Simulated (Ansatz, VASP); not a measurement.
## NaCl: VASP beside Ansatz

```
CELL_PARAMETERS angstrom
0.00000 2.80273 2.80273
2.96837 0.00000 2.80273
2.96837 2.80273 0.00000
ATOMIC_POSITIONS crystal
Na 0.00000 0.00000 0.00000
Cl 0.50000 0.50000 0.50000
```

Change from the starting cell: uniaxial_x strain +5.9%.

Alike in both runs: task single point; functional HSE06; k mesh 6 × 6 × 6; no spin polarisation.

|  | VASP | Ansatz |
| --- | --- | --- |
| version | VASP 6.6.1 | Ansatz 0.2.0 |
| potentials or method | VASP PAW PBE potentials, release 64 (Na_pv, Cl) | plane waves, PAW |
| plane-wave cutoff (eV) | 520 | 420 |
| occupations | gaussian, width 0.01 eV | fixed |
| valence electrons in the cell | 14 | 16 |

Ansatz gave:

| Item | Value |
| --- | --- |
| gap on the k mesh at the Fermi level (eV) | 6.30 |
| pressure (GPa) | -0.6 |
| traceless stress, the component that is largest in VASP (GPa) | -1.09 |

Problem. Estimate VASP's values.

Solution. gap on the k mesh at the Fermi level (eV): 6.29; pressure (GPa): -0.5; traceless stress, the component that is largest in VASP (GPa): -1.11.

VASP's potentials hold 14 valence electrons a cell and Ansatz's 16, so a difference there can come from the potentials and not from the codes. Ansatz's warnings: stress exchange threshold loose, stress scf threshold loose.
